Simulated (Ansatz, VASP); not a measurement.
## Two plane-wave programs on Te2Mo

POSCAR

```
Te2Mo
1.0
    1.7509539876      1.0109137561      7.0687660182
   -1.7509539876      1.0109137561      7.0687660182
    0.0000000000     -2.0218275121      7.0687660182
Mo Te
1 2
Direct
    0.0000000000      0.0000000000      0.0000000000
    0.2465646676      0.2465646676      0.2465646676
    0.7534353324      0.7534353324      0.7534353324
```

Contents of INCAR.step1:

```
PREC = Accurate
ENCUT = 520
ISMEAR = -1
SIGMA = 0.02
LREAL = F
LASPH = T
NELM = 80
NBANDS = 20
GGA = PE
ALGO = Normal
EDIFF = 1E-4
LWAVE = T
LCHARG = F
```

File INCAR.step2:

```
PREC = Accurate
ENCUT = 520
EDIFF = 1E-6
ISMEAR = -1
SIGMA = 0.02
LREAL = F
LASPH = T
NELM = 80
ALGO = Normal
ISIF = 2
LWAVE = F
LCHARG = F
METAGGA = R2SCAN
LMIXTAU = T
NBANDS = 20
ISTART = 1
```

The input KPOINTS:

```
regular mesh
0
Gamma
  8 8 8
```

Input for Ansatz:

```yaml
crystal:
  lattice:
    - [1.7509539876, 1.0109137561, 7.0687660182]
    - [-1.7509539876, 1.0109137561, 7.0687660182]
    - [0.0, -2.0218275121, 7.0687660182]
  atoms:
    - { symbol: Mo, position: [0.0, 0.0, 0.0] }
    - { symbol: Te, position: [0.2465646676, 0.2465646676, 0.2465646676] }
    - { symbol: Te, position: [0.7534353324, 0.7534353324, 0.7534353324] }
kpoints:
  mp_grid: { grid: [8, 8, 8] }
  band_path:
    path:
      - [0.0, 0.0, 0.0]
      - [0.5, 0.5, 0.5]
      - [0.8196985029, 0.1803014971, 0.5]
      - [0.5, -0.1803014971, 0.1803014971]
      - [0.5, 0.0, 0.0]
      - [0.3401507485, -0.3401507485, 0.0]
      - [0.6598492515, 0.0, 0.3401507485]
      - [0.5, 0.0, 0.5]
      - [0.5, -0.1442411977, 0.1442411977]
      - [0.6918191018, 0.3081808982, 0.5]
    npoints: 1
hamiltonian:
  xc: r2scan
scf:
  occupations: { method: fermi_dirac, width: 0.02 }
  n_extra_bands: 4
output:
  forces: true
  stress: true
  eigenvalues: true
```

Alike in both runs: task single point; functional r2SCAN; k mesh 8 × 8 × 8; occupations fermi-dirac, width 0.02 eV; no spin polarisation.

|  | VASP | Ansatz |
| --- | --- | --- |
| version | VASP 6.6.1 | Ansatz 0.2.0 |
| potentials or method | VASP PAW PBE potentials, release 64 (Mo_sv, Te) | plane waves, PAW |
| plane-wave cutoff (eV) | 520 | 500 |
| valence electrons in the cell | 26 | 46 |

```tsv
	VASP	Ansatz	Ansatz less VASP
pressure (GPa)	1.3	1.2	-0.12
traceless stress, the component that is largest in VASP (GPa)	-0.02	-0.08	-0.065
rms of the force components (eV/Å)	0.000	0.013	+0.0127
```

VASP's potentials were made for PBE, not for r2SCAN. Atom by atom the forces differ by 0.013 eV/Å (rms over components). VASP's potentials hold 26 valence electrons a cell and Ansatz's 46, so a difference there can come from the potentials and not from the codes.

Spin-orbit coupling is off throughout.
